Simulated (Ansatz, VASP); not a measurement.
**PbSe: VASP beside Ansatz**

```xyz
4
Lattice="0.0000 12.7288 3.7429 3.1513 0.1875 3.0228 3.1513 12.5413 0.7200" Properties=species:S:1:pos:R:3 pbc="T T T"
Pb    3.1513    5.0643    3.2549
Pb    3.1513   20.3790    4.1001
Se    3.1513   17.3743    3.9341
Se    3.1513    8.0849    3.4767
```

Alike in both runs: task single point; functional PBEsol; k mesh 6 × 6 × 6; occupations gaussian, width 0.02 eV; no spin polarisation.

|  | VASP | Ansatz |
| --- | --- | --- |
| version | VASP 6.6.1 | Ansatz 0.2.0 |
| potentials or method | VASP PAW PBE potentials, release 64 (Pb_d, Se), cutoff 520 eV | scalar-relativistic, plane waves, PAW |
| valence electrons in the cell | 40 | 60 |

```tsv
	VASP	Ansatz	Ansatz less VASP
gap on the k mesh at the Fermi level (eV)	0.85	0.85	-0.001
least direct gap on the mesh (eV)	0.85	0.85	-0.001
pressure (GPa)	-1.5	-1.5	0.00
traceless stress, the component that is largest in VASP (GPa)	1.56	1.55	-0.006
rms of the force components (eV/Å)	0.331	0.333	+0.0019
```

VASP's potentials were made for PBE, not for PBEsol. Atom by atom the forces differ by 0.003 eV/Å (rms over components). The functional is the same, so the differences come from potentials, cutoffs and numerics. VASP's potentials hold 40 valence electrons a cell and Ansatz's 60, so a difference there can come from the potentials and not from the codes.

Neither program's run includes spin-orbit coupling.
